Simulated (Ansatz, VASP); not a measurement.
# Two plane-wave programs on Sn

File POSCAR:

```
Sn
1.0
    0.0000000000      3.3170095060      3.3170095060
    3.3170095060      0.0000000000      3.3170095060
    3.3170095060      3.3170095060      0.0000000000
Sn
2
Direct
    0.0000000000      0.0000000000      0.0000000000
    0.2500000000      0.2500000000      0.2500000000
```

File INCAR.step1:

```
PREC = Accurate
ENCUT = 520
ISMEAR = -1
SIGMA = 0.02
LREAL = False
LASPH = True
NELM = 100
NBANDS = 21
GGA = PE
ALGO = Normal
EDIFF = 1E-4
LWAVE = True
LCHARG = False
```

Contents of INCAR.step2:

```
PREC = Accurate
ENCUT = 520
EDIFF = 1E-6
ISMEAR = -1
SIGMA = 0.02
LREAL = False
LASPH = True
NELM = 100
ALGO = Normal
ISIF = 2
LWAVE = False
LCHARG = False
METAGGA = R2SCAN
LMIXTAU = True
NBANDS = 21
ISTART = 1
```

The input KPOINTS:

```
Automatic mesh
0
Gamma
  6 6 6
```

Input for Ansatz:

```yaml
crystal:
  lattice:
    - [0.0, 3.317009506, 3.317009506]
    - [3.317009506, 0.0, 3.317009506]
    - [3.317009506, 3.317009506, 0.0]
  atoms:
    - { symbol: Sn, position: [0.0, 0.0, 0.0] }
    - { symbol: Sn, position: [0.25, 0.25, 0.25] }
kpoints:
  mp_grid: { grid: [6, 6, 6] }
hamiltonian:
  xc: r2scan
scf:
  occupations: { method: fermi_dirac, width: 0.02 }
  n_extra_bands: 4
output:
  forces: true
  stress: true
  eigenvalues: true
```

Alike in both runs: task single point; functional r2SCAN; k mesh 6 × 6 × 6; occupations fermi-dirac, width 0.02 eV; no spin polarisation.

|  | VASP | Ansatz |
| --- | --- | --- |
| version | VASP 6.6.1 | Ansatz 0.2.0 |
| potentials or method | VASP PAW PBE potentials, release 64 (Sn_d) | plane waves, PAW |
| plane-wave cutoff (eV) | 520 | 500 |
| valence electrons in the cell | 28 | 28 |

```tsv
	VASP	Ansatz	Ansatz less VASP
pressure (GPa)	-1.2	-1.2	+0.04
```

VASP's potentials were made for PBE, not for r2SCAN.
